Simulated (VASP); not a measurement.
# Al3Cl (P6/mmm) in VASP: a series of runs, part 2 of 2

VASP 6.6.1. Earlier steps stand in the parts before.

## 3. Single point, PBE

This run uses another cell than the first one, of 20.79 Å³/atom.

INCAR

```
SYSTEM = Al3Cl
  ALGO = Normal
  EDIFF = 1E-6
  ENCUT = 520
  GGA = PE
  ISIF = 2
  ISMEAR = 0
  LASPH = .TRUE.
  LCHARG = .FALSE.
  LREAL = .FALSE.
  LWAVE = .FALSE.
  NBANDS = 16
  NELM = 80
  PREC = Accurate
  SIGMA = 0.1
```

KPOINTS

```
k-points
0
G
  6 6 4
  0 0 0
```

POSCAR

```
Al3Cl
1.0
    5.7267974247      0.0000000000      0.0000000000
   -2.8633987124      4.9595520522      0.0000000000
    0.0000000000      0.0000000000      2.9275670899
Al Cl
3 1
Direct
    0.5000000000      0.0000000000      0.5000000000
    0.0000000000      0.5000000000      0.5000000000
    0.5000000000      0.5000000000      0.5000000000
    0.0000000000      0.0000000000      0.0000000000
```

Potentials or basis: VASP PAW PBE potentials, release 64 (Al, Cl).

Run with:

```bash
$ cat potpaw_PBE.64/Al/POTCAR potpaw_PBE.64/Cl/POTCAR > POTCAR
$ mpirun -np 1 vasp_std > vasp.out
```

It took 38 s on 1 thread of Intel Xeon 8259CL, shared host; peak memory 0.22 GiB.

The run converged. Its results:

* Free energy: -12.1876 eV
* Pressure: 0.1 GPa
* Band gap on the k mesh: zero (bands 8 and 9 overlap by 1.96 eV)

Stress tensor (GPa, compression positive):
```
0.11 0.00 0.00
0.00 0.11 0.00
0.00 0.00 0.01
```

Levels at points of the mesh, in eV from the Fermi level:
```
           k point  band 5  band 6  band 7  band 8  band 9  band 10  band 11  band 12
(0.00, 0.00, 0.00)   -3.71   -3.68   -3.68   -1.15    1.77     1.77     5.51     6.81
(0.50, 0.00, 0.00)   -3.24   -1.87   -1.67   -1.14    1.04     2.10     2.77     3.84
(0.00, 0.00, 0.50)   -3.60   -3.18   -1.05    0.36    0.36     0.57     0.57     0.61
(0.50, 0.00, 0.50)   -3.91   -2.83   -1.64   -0.83   -0.79     1.16     1.69     3.99
```

Caveat: the k points lie up to 0.54 Å⁻¹ apart, too coarse for converged energies and pressures of a metal.

## 4. Single point, PBE

This run uses another cell than the first one, of 21.00 Å³/atom.

INCAR

```
ALGO = Normal
EDIFF = 1E-6
ENCUT = 520
GGA = PE
ISIF = 2
ISMEAR = 0
LASPH = True
LCHARG = False
LREAL = False
LWAVE = False
NBANDS = 16
NELM = 60
PREC = Accurate
SIGMA = 0.1
```

KPOINTS

```
k-points
0
Gamma
  6 6 6
```

POSCAR

```
Al3Cl
1.0
    5.7040704746      0.0000000000      0.0000000000
   -2.8520352373      4.9398699360      0.0000000000
    0.0000000000      0.0000000000      2.9816599736
Al Cl
3 1
Direct
    0.5000000000      0.0000000000      0.5000000000
    0.0000000000      0.5000000000      0.5000000000
    0.5000000000      0.5000000000      0.5000000000
    0.0000000000      0.0000000000      0.0000000000
```

Run with:

```bash
$ cat potpaw_PBE.64/Al/POTCAR potpaw_PBE.64/Cl/POTCAR > POTCAR
$ mpirun -np 1 vasp_std > vasp.out
```

Run time: 49 s. Hardware: 1 thread of Intel Xeon 8259CL, shared host; peak memory 0.2 GiB.

It converged, with:

```
Free energy            : -12.0771 eV
Pressure               : -0.1 GPa
Band gap on the k mesh : zero (bands 8 and 9 overlap by 1.70 eV)
```

Levels at points of the mesh, in eV from the Fermi level:
```csv
k point,band 4,band 5,band 6,band 7,band 8,band 9,band 10,band 11,band 12,band 13
"(0.00, 0.00, 0.00)",-5.51,-3.65,-3.56,-3.56,-1.49,1.76,1.76,5.42,6.57,7.01
"(0.50, 0.00, 0.00)",-6.11,-3.25,-1.78,-1.62,-1.48,1.12,2.20,2.88,3.89,7.26
"(0.00, 0.00, 0.50)",-3.86,-3.68,-3.15,-1.19,0.44,0.44,0.45,0.45,0.48,0.48
"(0.50, 0.00, 0.50)",-4.57,-4.03,-2.97,-1.59,-0.98,-0.78,1.26,1.58,3.96,4.02
```

## 5. Relaxation of cell and atoms, PBE

INCAR

```
SYSTEM = Al3Cl
ALGO = Normal
EDIFF = 1E-6
EDIFFG = -0.04
ENCUT = 600
GGA = PE
IBRION = 2
ISIF = 3
ISMEAR = 0
LASPH = .TRUE.
LCHARG = .FALSE.
LREAL = .FALSE.
LWAVE = .FALSE.
NELM = 60
NSW = 90
PREC = Accurate
SIGMA = 0.1
```

KPOINTS

```
k-points
0
G
  6 6 4
  0 0 0
```

POSCAR

```
Al3Cl
1.0
    4.5846716200      0.0000000000      0.0000000000
   -2.2923358100      3.9704420900      0.0000000000
    0.0000000000      0.0000000000      4.5067131200
Al Cl
3 1
Direct
    0.5000000000      0.0000000000      0.5000000000
    0.0000000000      0.5000000000      0.5000000000
    0.5000000000      0.5000000000      0.5000000000
    0.0000000000      0.0000000000      0.0000000000
```

Run with:

```bash
$ cat potpaw_PBE.64/Al/POTCAR potpaw_PBE.64/Cl/POTCAR > POTCAR
$ mpirun -np 1 vasp_std > vasp.out
```

Wall time 9.5 min (1 thread of Intel Xeon 8259CL, shared host); peak memory 0.25 GiB.

It converged, with:

- Free energy: -12.1832 eV
- Relaxed volume: 20.80 Å³/atom
- Relaxed cell: a = 5.732 Å, b = 5.732 Å, c = 2.923 Å, α = 90.00°, β = 90.00°, γ = 120.00°
- Space group after relaxing (to 0.1 Å): P6/mmm (No. 191)
- Pressure after relaxing: 0.1 GPa
- Band gap on the k mesh: zero (bands 8 and 9 overlap by 1.96 eV)

Stress tensor (GPa, compression positive):
```
-0.04  0.00  0.00
 0.00 -0.04  0.00
 0.00  0.00  0.24
```

Final structure:
```
Al Cl
1.0
     5.73203    0.00000    0.00000
    -2.86602    4.96408    0.00000
     0.00000    0.00000    2.92339
Al Cl
3 1
Direct
  0.50000 0.00000 0.50000
  0.00000 0.50000 0.50000
  0.50000 0.50000 0.50000
  0.00000 0.00000 0.00000
```

Levels at points of the mesh, in eV from the Fermi level:
| k point | band 4 | band 5 | band 6 | band 7 | band 8 | band 9 | band 10 | band 11 | band 12 |
| --- | --- | --- | --- | --- | --- | --- | --- | --- | --- |
| (0.00, 0.00, 0.00) | -5.50 | -3.70 | -3.69 | -3.69 | -1.12 | 1.77 | 1.77 | 5.52 | 6.84 |
| (0.50, 0.00, 0.00) | -6.13 | -3.23 | -1.88 | -1.67 | -1.11 | 1.03 | 2.09 | 2.76 | 3.83 |
| (0.00, 0.00, 0.50) | -3.72 | -3.59 | -3.18 | -1.03 | 0.35 | 0.59 | 0.59 | 0.63 | 0.63 |
| (0.50, 0.00, 0.50) | -4.38 | -3.90 | -2.81 | -1.63 | -0.81 | -0.79 | 1.15 | 1.70 | 4.16 |

Caveat: a cell axis changed by over 15 % at a fixed basis, so the end point is rough.

## 6. Relaxation of cell and atoms, PBE

This run uses another cell than the first one, of 20.79 Å³/atom.

INCAR

```
SYSTEM = Al3Cl
PREC     = Accurate       ! precision mode
ENCUT    = 600            ! plane-wave cutoff, eV
EDIFF    = 1E-6           ! SCF threshold, eV
ISMEAR   = 0              ! smearing method
SIGMA    = 0.1            ! smearing width, eV
LREAL    = .FALSE.        ! projectors in reciprocal space
LASPH    = .TRUE.         ! aspherical terms in the spheres
NELM     = 100            ! most SCF steps
ALGO     = Normal         ! electronic algorithm
ISIF     = 3              ! what is computed and relaxed
LWAVE    = .FALSE.        ! write WAVECAR
LCHARG   = .FALSE.        ! write CHGCAR
GGA      = PE             ! functional
IBRION   = 2              ! ionic algorithm
NSW      = 90             ! ionic steps
EDIFFG   = -0.04          ! ionic threshold
```

KPOINTS

```
Automatic mesh
0
G
  6 6 6
  0 0 0
```

POSCAR

```
Al3Cl
1.0
    5.7267974247      0.0000000000      0.0000000000
   -2.8633987124      4.9595520522      0.0000000000
    0.0000000000      0.0000000000      2.9275670899
Al Cl
3 1
Direct
    0.5000000000      0.0000000000      0.5000000000
    0.0000000000      0.5000000000      0.5000000000
    0.5000000000      0.5000000000      0.5000000000
    0.0000000000      0.0000000000      0.0000000000
```

Potentials or basis: VASP PAW PBE potentials, release 64 (Al, Cl).

Run with:

```bash
$ cat potpaw_PBE.64/Al/POTCAR potpaw_PBE.64/Cl/POTCAR > POTCAR
$ mpirun -np 1 vasp_std > vasp.out
```

Run time: 81 s. Hardware: 1 thread of Intel Xeon 8259CL, shared host; peak memory 0.24 GiB.

It converged, with:

```
Free energy                           : -12.0772 eV
Relaxed volume                        : 21.01 Å³/atom
Relaxed cell                          : a = 5.707 Å, b = 5.707 Å, c = 2.980 Å, α = 90.00°, β = 90.00°, γ = 120.00°
Space group after relaxing (to 0.1 Å) : P6/mmm (No. 191)
Energy gained by relaxing             : 2.1 meV/atom
Ionic steps                           : 3
Pressure after relaxing               : -0.1 GPa
Band gap on the k mesh                : zero (bands 8 and 9 overlap by 1.69 eV)
```

Step by step:
| step | energy change (eV) | largest force (eV/Å) | pressure (GPa) | volume (Å³) |
| --- | --- | --- | --- | --- |
| 1 | 0.0000 | 0.0000 | 0.37 | 83.15 |
| 2 | -0.0075 | 0.0000 | 0.07 | 83.73 |
| 3 | -0.0085 | 0.0000 | -0.09 | 84.05 |

Final structure:
```cif
data_structure
_symmetry_space_group_name_H-M 'P 1'
_symmetry_Int_Tables_number 1
_cell_length_a 5.7066
_cell_length_b 5.7066
_cell_length_c 2.9802
_cell_angle_alpha 90.000
_cell_angle_beta 90.000
_cell_angle_gamma 120.000
_cell_volume 84.05
loop_
_atom_site_label
_atom_site_type_symbol
_atom_site_fract_x
_atom_site_fract_y
_atom_site_fract_z
_atom_site_occupancy
Al1 Al 0.50000 0.00000 0.50000 1
Al2 Al 0.00000 0.50000 0.50000 1
Al3 Al 0.50000 0.50000 0.50000 1
Cl1 Cl 0.00000 0.00000 0.00000 1
```

Levels at points of the mesh, in eV from the Fermi level:
```tsv
k point	band 4	band 5	band 6	band 7	band 8	band 9	band 10	band 11	band 12
(0.00, 0.00, 0.00)	-5.51	-3.65	-3.56	-3.56	-1.48	1.76	1.76	5.42	6.58
(0.50, 0.00, 0.00)	-6.11	-3.25	-1.79	-1.62	-1.47	1.12	2.20	2.88	3.88
(0.00, 0.00, 0.50)	-3.85	-3.68	-3.15	-1.18	0.44	0.44	0.45	0.45	0.49
(0.50, 0.00, 0.50)	-4.57	-4.02	-2.97	-1.59	-0.97	-0.78	1.26	1.58	4.00
```

## 7. The runs side by side

| task | cell | k mesh | cutoff (eV) | gap on the mesh (eV) | pressure (GPa) | relaxed volume (Å³/atom) |
| --- | --- | --- | --- | --- | --- | --- |
| single point | a = 4.585, b = 4.585, c = 4.507 Å, angles 90.0, 90.0, 120.0°, 4 atoms | 6 × 6 × 4 | 520 | none | 22.8 | - |
| single point | a = 5.727, b = 5.727, c = 2.928 Å, angles 90.0, 90.0, 120.0°, 4 atoms | 6 × 6 × 4 | 520 | none | 0.1 | - |
| single point | a = 5.704, b = 5.704, c = 2.982 Å, angles 90.0, 90.0, 120.0°, 4 atoms | 6 × 6 × 6 | 520 | none | -0.1 | - |
| relaxation of cell and atoms | relaxed from a = 4.585, b = 4.585, c = 4.507 Å, angles 90.0, 90.0, 120.0°, 4 atoms | 6 × 6 × 4 | 600 | none | 0.1 | 20.80 |
| relaxation of cell and atoms | relaxed from a = 5.727, b = 5.727, c = 2.928 Å, angles 90.0, 90.0, 120.0°, 4 atoms | 6 × 6 × 6 | 600 | none | -0.1 | 21.01 |

Alike in all rows: level PBE; potentials or basis VASP PAW PBE potentials, release 64 (Al, Cl); no spin polarisation; smearing gaussian 0.1 eV.

Caveats: some runs use coarse meshes; the cell stands under pressure (at least some runs); a cell axis changed by over 15 % at a fixed basis, so the end point is rough (at least some runs).

Absolute energies hang on the potentials; compare differences alone.
